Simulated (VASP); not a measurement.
Wanted: the native input for a VASP 6.6.1 run.

| Quantity | Value |
| --- | --- |
| Task | single point |
| Functional | r2SCAN |
| Potentials or basis | VASP PAW PBE potentials, release 64 (B) |
| Cutoff | 550 eV |
| k mesh | 6 × 6 × 6 |
| Occupations | gaussian, width 0.1 eV |
| Spin | no spin polarisation |
| Dipole correction | no |
| Further INCAR settings | ALGO = Normal; EDIFF = 1e-06; NBANDS = 30 |

The system is B.

```
B
1.0
     2.45895    1.41968    4.19350
    -2.45895    1.41968    4.19350
     0.00000   -2.83935    4.19350
B
12
Direct
  0.01019 0.65361 0.01019
  0.01019 0.01019 0.65361
  0.65361 0.01019 0.01019
  0.98981 0.34639 0.98981
  0.34639 0.98981 0.98981
  0.98981 0.98981 0.34639
  0.22118 0.63060 0.22118
  0.22118 0.22118 0.63060
  0.63060 0.22118 0.22118
  0.77882 0.36940 0.77882
  0.36940 0.77882 0.77882
  0.77882 0.77882 0.36940
```

These files were run (other wordings do the same):

POSCAR

```
B
1.0
    2.4589500000      1.4196754444      4.1935000000
   -2.4589500000      1.4196754444      4.1935000000
    0.0000000000     -2.8393508888      4.1935000000
B
12
Direct
    0.0101900000      0.6536100000      0.0101900000
    0.0101900000      0.0101900000      0.6536100000
    0.6536100000      0.0101900000      0.0101900000
    0.9898100000      0.3463900000      0.9898100000
    0.3463900000      0.9898100000      0.9898100000
    0.9898100000      0.9898100000      0.3463900000
    0.2211800000      0.6306000000      0.2211800000
    0.2211800000      0.2211800000      0.6306000000
    0.6306000000      0.2211800000      0.2211800000
    0.7788200000      0.3694000000      0.7788200000
    0.3694000000      0.7788200000      0.7788200000
    0.7788200000      0.7788200000      0.3694000000
```

INCAR.step1

```
SYSTEM = B
PREC = Accurate
ENCUT = 550
ISMEAR = 0
SIGMA = 0.1
LREAL = .FALSE.
LASPH = .TRUE.
NELM = 120
NBANDS = 30
GGA = PE
ALGO = Normal
EDIFF = 1E-5
LWAVE = .TRUE.
LCHARG = .FALSE.
GGA_COMPAT = .FALSE.
```

INCAR.step2

```
SYSTEM = B
PREC = Accurate
ENCUT = 550
EDIFF = 1E-6
ISMEAR = 0
SIGMA = 0.1
LREAL = .FALSE.
LASPH = .TRUE.
NELM = 120
ALGO = Normal
ISIF = 2
LWAVE = .FALSE.
LCHARG = .TRUE.
METAGGA = R2SCAN
LMIXTAU = .TRUE.
LELF = .TRUE.
LVHAR = .TRUE.
NBANDS = 30
ISTART = 1
GGA_COMPAT = .FALSE.
```

KPOINTS

```
Automatic mesh
0
G
  6 6 6
  0 0 0
```

Potentials or basis: VASP PAW PBE potentials, release 64 (B).

Run with:

```bash
$ cat potpaw_PBE.64/B/POTCAR > POTCAR
$ cp INCAR.step1 INCAR
$ mpirun -np 1 vasp_std > vasp.out
$ cp INCAR.step2 INCAR
$ mpirun -np 1 vasp_std > vasp.out
```

Results of the run:

- Pressure: -3.5 GPa
- Largest force: 0.234 eV/Å
- Band gap on the k mesh: 1.53 eV (least direct gap 1.97 eV)

Caveat: the cell stands under tension; the PAW data sets were made with another functional, which shifts forces and pressure a little.

It took 14 min on 1 thread of Intel Xeon 8259CL, on a shared host, peak memory 0.28 GiB.
